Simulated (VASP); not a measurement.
Wanted: the native input for a VASP 6.6.1 run.

```yaml
Task: single point
Functional: PBE
Potentials_or_basis: VASP PAW PBE potentials, release 64 (Fe_sv, O)
Cutoff: 600 eV
k_mesh: 10 × 10 × 9
Occupations: fermi-dirac, width 0.05 eV
Spin: collinear spin, ferromagnetic start
Starting_moments: "[3.0, 0.0] μB"
Dipole_correction: no
Second_run: valence_matched
Further_INCAR_settings: ALGO = Normal; EDIFF = 1e-06; NBANDS = 22
```

The structure of FeO lies in POSCAR:

```
FeO
1.0
    2.8636722478      0.0000000000      0.0000000000
   -1.4318361189      2.4800129182      0.0000000000
    0.0000000000      0.0000000000      2.7948022299
Fe O
1 1
Direct
    0.0000000000      0.0000000000      0.0000000000
    0.6666666667      0.3333333333      0.5000000000
```

The input as run:

INCAR

```
SYSTEM = FeO
  ALGO = Normal
  EDIFF = 1E-6
  ENCUT = 600
  GGA = PE
  GGA_COMPAT = .FALSE.
  ISIF = 2
  ISMEAR = -1
  ISPIN = 2
  LASPH = .TRUE.
  LCHARG = .TRUE.
  LELF = .TRUE.
  LMAXMIX = 4
  LORBIT = 11
  LREAL = .FALSE.
  LVHAR = .TRUE.
  LWAVE = .FALSE.
  MAGMOM = 3 0
  NBANDS = 22
  NELM = 200
  PREC = Accurate
  SIGMA = 0.05
```

KPOINTS

```
k-points
0
G
  10 10 9
  0 0 0
```

Potentials or basis: VASP PAW PBE potentials, release 64 (Fe_sv, O).

Run with:

```sh
$ cat potpaw_PBE.64/Fe_sv/POTCAR potpaw_PBE.64/O/POTCAR > POTCAR
$ mpirun -np 1 vasp_std > vasp.out
```

It gave:

| Quantity | Value |
| --- | --- |
| Pressure | -6.1 GPa |
| Band gap on the k mesh | zero (filled and empty bands overlap) |
| Net moment | 4.00 μB per cell |
| Site moments | Fe +3.47; O +0.35 μB |
| Valence electrons inside the program's atomic spheres | Fe 13.59; O 4.98 |

Caveat: a cell with one magnetic atom can't hold antiferromagnetic order, which such compounds often take; semilocal functionals often make such compounds metallic where correlation or magnetic order opens a gap, which also shifts bond lengths.

Wall time 45 s on 1 thread of AMD EPYC 9R45 96-Core Processor (Zen 5), with other jobs on the host, peak memory 0.15 GiB.
